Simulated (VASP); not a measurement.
# MnO2 (P6_3/mmc) in VASP: single point with PBE+D3(BJ)

Aim: the single point of MnO2 with PBE+D3(BJ).

All numbers are computed with VASP 6.6.1; they aren't measurements. Logs are shortened: lines on timing, memory, paths and dates and some standing lists are left out, and cuts for length are marked.

## Step 1: The cell of the first run

Symmetry: P6_3/mmc, No. 194, hexagonal system. Conventional cell: a = 2.872 Å, b = 2.872 Å, c = 10.501 Å, α = 90.00°, β = 90.00°, γ = 120.00°. Mn (site symmetry -3m) has 6 O at 1.91 Å within 2.5 Å. Within 2.6 Å of O (site symmetry 3m) lie 3 Mn at 1.91 Å and 3 O at 2.53 Å.

## Step 2: Single point, PBE+D3(BJ), collinear spin, ferromagnetic start (12.50 Å³/atom)

File INCAR:

```
SYSTEM = MnO2
PREC = Accurate
ENCUT = 520
EDIFF = 1E-6
ISMEAR = 0
SIGMA = 0.02
LREAL = .False.
LASPH = .True.
NELM = 150
ALGO = Normal
ISIF = 2
LWAVE = .False.
LCHARG = .False.
ISPIN = 2
MAGMOM = 2.75 2.75 0 0 0 0
LORBIT = 11
LMAXMIX = 4
GGA = PE
IVDW = 12
NBANDS = 38
```

File KPOINTS:

```
regular mesh
0
Gamma
  12 12 4
  0 0 0
```

File POSCAR:

```
MnO2
1.0
    2.8719265722      0.0000000000      0.0000000000
   -1.4359632861      2.4871613693      0.0000000000
    0.0000000000      0.0000000000     10.5008157367
Mn O
2 4
Direct
    0.0000000000      0.0000000000      0.0000000000
    0.0000000000      0.0000000000      0.5000000000
    0.3333333333      0.6666666667      0.9089151760
    0.3333333333      0.6666666667      0.5910848240
    0.6666666667      0.3333333333      0.0910848240
    0.6666666667      0.3333333333      0.4089151760
```

Potentials or basis: VASP PAW PBE potentials, release 64 (Mn_pv, O).

The run is started by

```bash
$ cat potpaw_PBE.64/Mn_pv/POTCAR potpaw_PBE.64/O/POTCAR > POTCAR
$ mpirun -np 1 vasp_std > vasp.out
```

OUTCAR:

```text
SYSTEM = MnO2
   PREC = Accurate
   ENCUT = 520
   EDIFF = 1E-6
   ISMEAR = 0
   LREAL = .False.
   LASPH = .True.
   NELM = 150
   ISIF = 2
   ISPIN = 2
   LORBIT = 11
   GGA = PE
   IVDW = 12
 IVDW          = 12

 ion  position               nearest neighbor table
   1  0.000  0.000  0.000-   3 1.91   5 1.91   3 1.91   5 1.91   5 1.91   3 1.91
   2  0.000  0.000  0.500-   4 1.91   6 1.91   4 1.91   6 1.91   6 1.91   4 1.91
   3  0.333  0.667  0.909-   1 1.91   1 1.91   1 1.91
   4  0.333  0.667  0.591-   2 1.91   2 1.91   2 1.91
   5  0.667  0.333  0.091-   1 1.91   1 1.91   1 1.91
   6  0.667  0.333  0.409-   2 1.91   2 1.91   2 1.91

  LATTYP: Found a hexagonal cell.
 ALAT       =     2.8719265722
 C/A-ratio  =     3.6563663703

  Lattice vectors:

 A1 = (   2.8719265722,   0.0000000000,   0.0000000000)
 A2 = (  -1.4359632861,   2.4871613693,   0.0000000000)
 A3 = (   0.0000000000,   0.0000000000,  10.5008157367)

Analysis of symmetry for initial positions (statically):
=====================================================================
 Subroutine PRICEL returns:
 Original cell was already a primitive cell.

 Routine SETGRP: Setting up the symmetry group for a
 hexagonal supercell.

 Subroutine GETGRP returns: Found 24 space group operations
 (whereof 12 operations were pure point group operations)
 out of a pool of 24 trial point group operations.

The static configuration has the point symmetry D_3d.
 The point group associated with its full space group is D_6h.

Analysis of symmetry for dynamics (positions and initial velocities):
=====================================================================
 Subroutine PRICEL returns:
 Original cell was already a primitive cell.

 Routine SETGRP: Setting up the symmetry group for a
 hexagonal supercell.

 Subroutine GETGRP returns: Found 24 space group operations
 (whereof 12 operations were pure point group operations)
 out of a pool of 24 trial point group operations.

The dynamic configuration has the point symmetry D_3d.
 The point group associated with its full space group is D_6h.

Analysis of structural, dynamic, and magnetic symmetry:
=====================================================================
 Subroutine PRICEL returns:
 Original cell was already a primitive cell.

 Routine SETGRP: Setting up the symmetry group for a
 hexagonal supercell.

 Subroutine GETGRP returns: Found 24 space group operations
 (whereof 12 operations were pure point group operations)
 out of a pool of 24 trial point group operations.

The overall configuration has the point symmetry D_3d.
 The point group associated with its full space group is D_6h.

 Subroutine INISYM returns: Found 24 space group operations
 (whereof 12 operations are pure point group operations),
 and found     1 'primitive' translations

----------------------------------------------------------------------------------------

                                     Primitive cell

  volume of cell :      75.0067

  direct lattice vectors                    reciprocal lattice vectors
     2.871926572  0.000000000  0.000000000     0.348198317  0.201032392  0.000000000
    -1.435963286  2.487161369  0.000000000     0.000000000  0.402064785  0.000000000
     0.000000000  0.000000000 10.500815737     0.000000000  0.000000000  0.095230697

  length of vectors
     2.871926572  2.871926572 10.500815737     0.402064785  0.402064785  0.095230697

  position of ions in fractional coordinates (direct lattice)
     0.000000000  0.000000000  0.000000000
     0.000000000  0.000000000  0.500000000
     0.333333333  0.666666667  0.908915176
     0.333333333  0.666666667  0.591084824
     0.666666667  0.333333333  0.091084824
     0.666666667  0.333333333  0.408915176

  ion indices of the primitive-cell ions
   primitive index   ion index
                 1           1
                 2           2
                 3           3
                 4           4
                 5           5
                 6           6

----------------------------------------------------------------------------------------

 KPOINTS: regular mesh

Automatic generation of k-mesh.
 Grid dimensions read from file:
 generate k-points for:   12   12    4

 Generating k-lattice:

  Cartesian coordinates                     Fractional coordinates (reciprocal lattice)
     0.029016526  0.016752699  0.000000000     0.083333333  0.000000000  0.000000000
     0.000000000  0.033505399  0.000000000     0.000000000  0.083333333  0.000000000
     0.000000000  0.000000000  0.023807674     0.000000000  0.000000000  0.250000000

  Length of vectors
     0.033505399  0.033505399  0.023807674

  Shift w.r.t. Gamma in fractional coordinates (k-lattice)
     0.000000000  0.000000000  0.000000000

 Subroutine IBZKPT returns following result:
 ===========================================

 Found     57 irreducible k-points:

 Following reciprocal coordinates:
            Coordinates               Weight
  0.000000  0.000000  0.000000      1.000000
  0.083333  0.000000  0.000000      6.000000
  0.166667  0.000000  0.000000      6.000000
  0.250000  0.000000  0.000000      6.000000
  0.333333 -0.000000  0.000000      6.000000
  0.416667  0.000000  0.000000      6.000000
[... 16 lines left out ...]
  0.250000  0.000000  0.250000     12.000000
  0.333333 -0.000000  0.250000     12.000000
 [... further k-points ...]
   k-points           NKPTS =     57   k-points in BZ     NKDIM =     57   number of bands    NBANDS=     38
   number of dos      NEDOS =    301   number of ions     NIONS =      6
   total plane-waves  NPLWV =  46080
   dimension x,y,z NGX =    24 NGY =   24 NGZ =   80
   dimension x,y,z NGXF=    48 NGYF=   48 NGZF=  160
   ions per type =               2   4
   NGX,Y,Z   is equivalent  to a cutoff of  13.89, 13.89, 12.67 a.u.
   NGXF,Y,Z  is equivalent  to a cutoff of  27.79, 27.79, 25.33 a.u.
 SYSTEM =  MnO2
   PREC   = accura    normal or accurate (medium, high low for compatibility)
   ISTART =      0    job   : 0-new  1-cont  2-samecut
   ICHARG =      2    charge: 1-file 2-atom 10-const
   ISPIN  =      2    spin polarized calculation?
   LNONCOLLINEAR =      F non collinear calculations
   LSORBIT =      F    spin-orbit coupling
   LASPH  =      T    aspherical Exc in radial PAW
   ENCUT  =  520.0 eV  38.22 Ry    6.18 a.u.   5.34  5.34 19.52*2*pi/ulx,y,z
   NELM   =    150;   NELMIN=  2; NELMDL= -5     # of ELM steps
   EDIFF  = 0.1E-05   stopping-criterion for ELM
   LREAL  =      F    real-space projection
   EDIFFG = 0.1E-04   stopping-criterion for IOM
   NSW    =      0    number of steps for IOM
   IBRION =     -1    ionic relax: 0-MD 1-quasi-New 2-CG
   NFREE  =      0    steps in history (QN), initial steepest desc. (CG)
   ISIF   =      2    stress and relaxation
   ISYM   =      2    0-nonsym 1-usesym 2-fastsym
   POTIM  = 0.5000    time-step for ionic-motion
   TEBEG  =    0.0;   TEEND  =   0.0 temperature during run
   PSTRESS=    0.0 pullay stress
   NELECT =      50.0000    total number of electrons
   NUPDOWN=      -1.0000    fix difference up-down
   EMIN   =  10.00;   EMAX   =-10.00  energy-range for DOS
   EFERMI =   0.00;   METHOD = LEGACY
   ISMEAR =     0;   SIGMA  =   0.02  broadening in eV -4-tet -1-fermi 0-gaus
   EFERMI_NEDOS =   21; number of points for ismear=-14 and -15
   IALGO  =     38    algorithm
   IMIX   =      4    mixing-type and parameters
     AMIX     =   0.40;   BMIX     =  1.00
     AMIX_MAG =   1.60;   BMIX_MAG =  1.00
  volume/ion in A,a.u.               =      12.50        84.36
  Fermi-wavevector in a.u.,A,eV,Ry     =   1.430094  2.702487 27.826229  2.045170
  Thomas-Fermi vector in A             =   2.549977
   LORBIT       =     11    0 simple, 1 ext, 2 COOP (PROOUT), +10 PAW based schemes
   GGA     = PE    functional components
   LHFCALC =     F    Hartree Fock is set to
   AEXX    =    0.0000 exact exchange contribution
   IVDW    =    12    specifies the selected vdW correction
   LEPSILON=     F    determine dielectric tensor
   LRPA    =     F    only Hartree local field effects (RPA)
 spin polarized calculation
 Gauss-broadening in eV      SIGMA  =   0.02
  energy-cutoff  :      520.00
  volume of cell :       75.01
 maximum number of plane-waves:      2068
 NGX is ok and might be reduce to    24
   NGX = 11   NGY = 11   NGZ = 39

 number of electron      49.9999991 magnetization       5.9998386

 Free energy of the ion-electron system (eV)
  ---------------------------------------------------
  ext. energy  EPLUGINS =         0.00000000
  ---------------------------------------------------
  free energy    TOTEN  =       -47.68014356 eV

  energy without entropy =      -47.68014356  energy(sigma->0) =      -47.68014356

 E-fermi :   1.7774     XC(G=0):  -9.7867

 val. band max:        1.6953535622   @ k =   0.0833   0.0833   0.0000
 cond. band min:       2.6527812781   @ k =   0.0000   0.0000   0.0000
 fundamental gap:      0.9574277159
 Fermi energy:         1.7773940685

 spin component 1

 k-point     1 :       0.0000    0.0000    0.0000
  band No.  band energies     occupation
      1     -48.5175      1.00000
      2     -48.5175      1.00000
      3     -48.5175      1.00000
      4     -48.5175      1.00000
      5     -48.5136      1.00000
      6     -48.5136      1.00000
[... 29 lines left out ...]
     36      12.0862      0.00000
     37      13.6860      0.00000

 k-point     2 :       0.0833    0.0000    0.0000
  band No.  band energies     occupation
      1     -48.5277      1.00000
      2     -48.5277      1.00000
      3     -48.5198      1.00000
      4     -48.5198      1.00000
      5     -48.5120      1.00000
      6     -48.5120      1.00000
[... 29 lines left out ...]
     36      12.4184      0.00000
     37      13.9811      0.00000
[... 838 lines left out ...]
     36      13.9519      0.00000
     37      15.3716      0.00000

 k-point    24 :       0.3333   -0.0000    0.2500
  band No.  band energies     occupation
      1     -48.6300      1.00000
      2     -48.6300      1.00000
      3     -48.5432      1.00000
      4     -48.5432      1.00000
      5     -48.4951      1.00000
      6     -48.4951      1.00000
[... 29 lines left out ...]
     36      14.5531      0.00000
     37      15.6690      0.00000

 [... further k-points ...]

 spin component 2

 k-point     1 :       0.0000    0.0000    0.0000
  band No.  band energies     occupation
      1     -45.4426      1.00000
      2     -45.4426      1.00000
      3     -45.4426      1.00000
      4     -45.4426      1.00000
      5     -45.2741      1.00000
      6     -45.2741      1.00000
[... 29 lines left out ...]
     36      12.6069      0.00000
     37      14.1185      0.00000

 k-point     2 :       0.0833    0.0000    0.0000
  band No.  band energies     occupation
      1     -45.4546      1.00000
      2     -45.4546      1.00000
      3     -45.4453      1.00000
      4     -45.4452      1.00000
      5     -45.2720      1.00000
      6     -45.2720      1.00000
[... 29 lines left out ...]
     36      12.9410      0.00000
     37      14.4369      0.00000
[... 838 lines left out ...]
     36      14.4606      0.00000
     37      15.9002      0.00000

 k-point    24 :       0.3333   -0.0000    0.2500
  band No.  band energies     occupation
      1     -45.5759      1.00000
      2     -45.5759      1.00000
      3     -45.4722      1.00000
      4     -45.4722      1.00000
      5     -45.2504      1.00000
      6     -45.2504      1.00000
[... 29 lines left out ...]
     36      15.0381      0.00000
     37      16.2426      0.00000

 [... further k-points ...]

 [bands above 37 left out]

------------------------ aborting loop because EDIFF is reached ----------------------------------------

 Edisp (eV)   -0.69062

 E8    (eV) :    -0.2426

  FORCE on cell =-STRESS in cart. coord.  units (eV):
  Direction    XX          YY          ZZ          XY          YZ          ZX
  --------------------------------------------------------------------------------------
  -------------------------------------------------------------------------------------
  Total       0.02291     0.02291    -0.19822     0.00000    -0.00000    -0.00000
  in kB       0.48947     0.48947    -4.23408     0.00000    -0.00000    -0.00000
  external pressure =       -1.09 kB  Pullay stress =        0.00 kB

 VOLUME and BASIS-vectors are now :
 -----------------------------------------------------------------------------
  energy-cutoff  :      520.00
  volume of cell :       75.01
      direct lattice vectors                 reciprocal lattice vectors
     2.871926572  0.000000000  0.000000000     0.348198317  0.201032392  0.000000000
    -1.435963286  2.487161369  0.000000000     0.000000000  0.402064785  0.000000000
     0.000000000  0.000000000 10.500815737     0.000000000  0.000000000  0.095230697

 POSITION                                       TOTAL-FORCE (eV/Angst)
 -----------------------------------------------------------------------------------
      0.00000      0.00000      0.00000         0.000000      0.000000      0.000000
      0.00000      0.00000      5.25041         0.000000      0.000000      0.000000
     -0.00000      1.65811      9.54435         0.000000      0.000000     -0.089737
     -0.00000      1.65811      6.20687         0.000000      0.000000      0.089737
      1.43596      0.82905      0.95646         0.000000     -0.000000      0.089737
      1.43596      0.82905      4.29394        -0.000000      0.000000     -0.089737
 -----------------------------------------------------------------------------------
    total drift:                                0.000000     -0.000000      0.000000

  FREE ENERGIE OF THE ION-ELECTRON SYSTEM (eV)
  ---------------------------------------------------
  free  energy   TOTEN  =       -48.3707637726 eV

  energy  without entropy=      -48.3707637726  energy(sigma->0) =      -48.37076377

 total charge

# of ion       s       p       d       tot
------------------------------------------
    1        0.349   6.452   4.905  11.706
    2        0.349   6.452   4.905  11.706
    3        1.582   3.406   0.000   4.988
    4        1.582   3.406   0.000   4.988
    5        1.582   3.406   0.000   4.988
    6        1.582   3.406   0.000   4.988
--------------------------------------------------
tot          7.025  26.528   9.810  43.363

 magnetization (x)

# of ion       s       p       d       tot
------------------------------------------
    1        0.031   0.039   2.780   2.849
    2        0.031   0.039   2.780   2.849
    3        0.004   0.033   0.000   0.037
    4        0.004   0.033   0.000   0.037
    5        0.004   0.033   0.000   0.037
    6        0.004   0.033   0.000   0.037
--------------------------------------------------
tot          0.076   0.211   5.560   5.847
```

Wall time 3.7 min (1 thread of Intel Xeon 6975P-C (Granite Rapids), shared host); peak memory 0.38 GiB.

Results:

```
Free energy                                           : -48.3708 eV
Pressure                                              : -0.1 GPa
Largest force                                         : 0.090 eV/Å
Band gap on the k mesh                                : 0.96 eV (least direct gap 1.00 eV)
Net moment                                            : 6.00 μB per cell
Site moments                                          : Mn +2.85; O +0.04 μB
Valence electrons inside the program's atomic spheres : Mn 11.71; O 4.99
Dispersion energy per atom                            : -0.115 eV
```

Forces in eV/Å, atoms in the order of the input:
```
Mn   0.000  0.000  0.000
Mn   0.000  0.000  0.000
O    0.000  0.000 -0.090
O    0.000  0.000  0.090
O    0.000  0.000  0.090
O    0.000  0.000 -0.090
```

Levels at points of the mesh, in eV from the valence-band top:
Spin up:
| k point | band 24 | band 25 | band 26 | band 27 | band 28 | band 29 | band 30 | band 31 | band 32 | band 33 |
| --- | --- | --- | --- | --- | --- | --- | --- | --- | --- | --- |
| (0.00, 0.00, 0.00) | -1.27 | -1.25 | -1.25 | -0.24 | -0.05 | 2.94 | 2.94 | 2.96 | 2.96 | 6.79 |
| (0.50, 0.00, 0.00) | -1.77 | -1.71 | -1.67 | -0.98 | -0.92 | 2.14 | 2.28 | 2.79 | 2.81 | 11.00 |
| (0.00, 0.00, 0.50) | -1.26 | -1.26 | -1.26 | -0.12 | -0.12 | 2.95 | 2.95 | 2.95 | 2.95 | 7.35 |
| (0.50, 0.00, 0.50) | -1.77 | -1.68 | -1.68 | -0.95 | -0.95 | 2.21 | 2.21 | 2.80 | 2.80 | 11.46 |
Spin down:
| k point | band 20 | band 21 | band 22 | band 23 | band 24 | band 25 |
| --- | --- | --- | --- | --- | --- | --- |
| (0.00, 0.00, 0.00) | -1.20 | -1.20 | -1.19 | 0.96 | 0.96 | 0.96 |
| (0.50, 0.00, 0.00) | -2.58 | -1.90 | -1.61 | 1.20 | 1.26 | 1.70 |
| (0.00, 0.00, 0.50) | -1.21 | -1.21 | -1.21 | 0.96 | 0.96 | 0.96 |
| (0.50, 0.00, 0.50) | -2.59 | -1.75 | -1.75 | 1.23 | 1.23 | 1.70 |

Caveat: the run started ferromagnetic, and an antiferromagnetic order may lie lower in energy. A k mesh can miss the band edges.
